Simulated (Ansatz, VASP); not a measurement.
One calculation of Te, two programs

File INCAR:

```
PREC = Accurate ; ENCUT = 520
EDIFF = 1E-6 ; ISMEAR = 1
SIGMA = 0.3 ; LREAL = F
LASPH = T ; NELM = 80
ALGO = Normal ; ISIF = 2
LWAVE = F ; LCHARG = F
GGA = CA ; NBANDS = 16
```

The input KPOINTS:

```
regular mesh
0
Gamma
  9 9 6
```

POSCAR

```
Te
1.0
    4.2966332825      0.0000000000      0.0000000000
   -2.1483166412      3.7209935734      0.0000000000
    0.0000000000      0.0000000000      5.9041060663
Te
3
Direct
    0.2855404168      1.0000000000      0.3333333333
    1.0000000000      0.2855404168      0.6666666667
    0.7144595832      0.7144595832      1.0000000000
```

Input for Ansatz:

```yaml
crystal:
  lattice:
    - [4.2966332825, 0.0, 0.0]
    - [-2.1483166412, 3.7209935734, 0.0]
    - [0.0, 0.0, 5.9041060663]
  atoms:
    - { symbol: Te, position: [0.2855404168, 1.0, 0.3333333333] }
    - { symbol: Te, position: [1.0, 0.2855404168, 0.6666666667] }
    - { symbol: Te, position: [0.7144595832, 0.7144595832, 1.0] }
hamiltonian:
  xc: lda
  pseudopotentials:
    kind: paw
    azcp:
      Te: "pseudopotentials/Te.paw.azcp"
basis:
  ecutwfc: 420
  fft_grid_basis: typed
kpoints:
  mp_grid: { grid: [9, 9, 6], shift: [0, 0, 0] }
magnetization:
  spin_polarized: false
scf:
  occupations: { method: cold, width: 0.3 }
  lower_state_search: "off"
output:
  stress: true
```

Alike in both runs: task single point; functional LDA; k mesh 9 × 9 × 6; no spin polarisation.

```csv
,VASP,Ansatz
version,VASP 6.6.1,Ansatz 0.2.0
potentials or method,"VASP PAW LDA potentials, release 64 (Te), cutoff 520 eV","plane waves (420 eV) with PAW, scalar-relativistic"
occupations,"methfessel-paxton of order 1, width 0.3 eV","cold, width 0.3 eV"
valence electrons in the cell,18,48
```

```tsv
	VASP	Ansatz	Ansatz less VASP
pressure (GPa)	0.0	-0.2	-0.17
traceless stress, the component that is largest in VASP (GPa)	0.20	-0.06	-0.257
```

Ansatz warns that its potentials were made for another functional, while VASP's fit it. LDA's correlation is that of Perdew and Zunger in VASP and of Perdew and Wang (1992) in Ansatz. VASP's potentials hold 18 valence electrons a cell and Ansatz's 48, so a difference there can come from the potentials and not from the codes.

Spin-orbit coupling is off throughout.
